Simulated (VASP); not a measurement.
**As: single point with PBEsol+D3(BJ)**

The system is As.

```
CELL_PARAMETERS angstrom
2.61457 0.00000 0.00000
0.00000 2.61457 0.00000
0.00000 0.00000 2.61457
ATOMIC_POSITIONS crystal
As 0.50000 0.50000 0.50000
```

* Program: VASP 6.6.1
* Task: single point
* Functional: PBEsol
* Dispersion: D3(BJ)
* Potentials or basis: VASP PAW PBE potentials, release 64 (As)
* Cutoff: 500 eV
* k mesh: 9 × 9 × 9
* Occupations: fermi-dirac, width 0.1 eV
* Spin: no spin polarisation
* Dipole correction: no
* Further INCAR settings: ALGO = Normal; EDIFF = 1e-06; NBANDS = 8

- Pressure: 5.0 GPa
- Dispersion energy per atom: -0.443 eV

Levels at points of the mesh, in eV from the Fermi level:
| k point | band 1 | band 2 | band 3 | band 4 | band 5 |
| --- | --- | --- | --- | --- | --- |
| (0.00, 0.00, 0.00) | -16.18 | 4.32 | 4.32 | 4.32 | 8.38 |

Wall time 2.6 s on 1 thread of Intel Xeon 6975P-C, with other jobs on the host, peak memory 0.13 GiB.

Caveat: three body term missing; the PAW data sets were made with another functional, which shifts forces and pressure a little; pairwise dispersion overbinds metals, which lowers pressure and volume.
